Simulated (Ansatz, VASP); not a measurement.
# SiC in VASP and in Ansatz

```xyz
2
Lattice="1.5492 0.8944 3.6368 -1.5492 0.8944 3.6368 0.0000 -1.7889 3.6368" Properties=species:S:1:pos:R:3 pbc="T T T"
Si    0.0000    0.0000    1.8041
C     0.0000    0.0000    9.1071
```

Alike in both runs: functional PBE; k mesh 12 × 12 × 12; occupations gaussian, width 0.02 eV; no spin polarisation.

Ansatz relaxed the structure, and its values are those at the end. VASP's run is a single point on that final structure, the one shown.

|  | VASP | Ansatz |
| --- | --- | --- |
| version | VASP 6.6.1 | Ansatz 0.2.0 |
| potentials or method | VASP PAW PBE potentials, release 64 (Si, C), cutoff 520 eV | scalar-relativistic, plane waves, PAW |
| valence electrons in the cell | 8 | 8 |

```csv
,VASP,Ansatz,Ansatz less VASP
gap on the k mesh at the Fermi level (eV),1.77,1.78,+0.008
least direct gap on the mesh (eV),2.66,2.67,+0.009
pressure (GPa),0.0,0.0,+0.07
```
